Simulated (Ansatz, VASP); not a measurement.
## Al2InN3 in VASP and in Ansatz

```xyz
12
Lattice="5.0605 -2.9892 0.0000 5.0605 2.9892 0.0000 0.0000 0.0000 5.4027" Properties=species:S:1:pos:R:3 pbc="T T T"
Al    1.7373    0.9757    5.3581
Al    8.3837    0.9757    5.3581
Al    8.3837   -0.9757    2.6567
Al    1.7373   -0.9757    2.6567
In    5.0605    1.0637    5.3325
In    5.0605   -1.0637    2.6311
N     1.8743    0.8874    1.9217
N     8.2466    0.8874    1.9217
N     8.2466   -0.8874    4.6231
N     1.8743   -0.8874    4.6231
N     5.0605    1.2062    2.1942
N     5.0605   -1.2062    4.8956
```

Change from the starting cell: volume 13.621 Å^3 an atom, stretch along b over the lengths across it, relative to the relaxed cell 1.0271.

Alike in both runs: task single point; functional PBE; k mesh 6 × 6 × 6; occupations gaussian, width 0.05 eV; no spin polarisation.

|  | VASP | Ansatz |
| --- | --- | --- |
| version | VASP 6.6.1 | Ansatz 0.2.0 |
| potentials or method | VASP PAW PBE potentials, release 64 (Al, In_d, N), cutoff 520 eV | scalar-relativistic, plane waves, PAW |
| valence electrons in the cell | 68 | 68 |

```tsv
	VASP	Ansatz	Ansatz less VASP
gap on the k mesh at the Fermi level (eV)	1.52	1.52	+0.002
least direct gap on the mesh (eV)	1.52	1.52	+0.002
pressure (GPa)	-15.0	-15.0	+0.05
traceless stress, the component that is largest in VASP (GPa)	-3.77	-3.75	+0.028
rms of the force components (eV/Å)	0.066	0.065	-0.0006
```

Atom by atom the forces differ by 0.008 eV/Å (rms over components). The functional is the same, so the differences come from potentials, cutoffs and numerics.
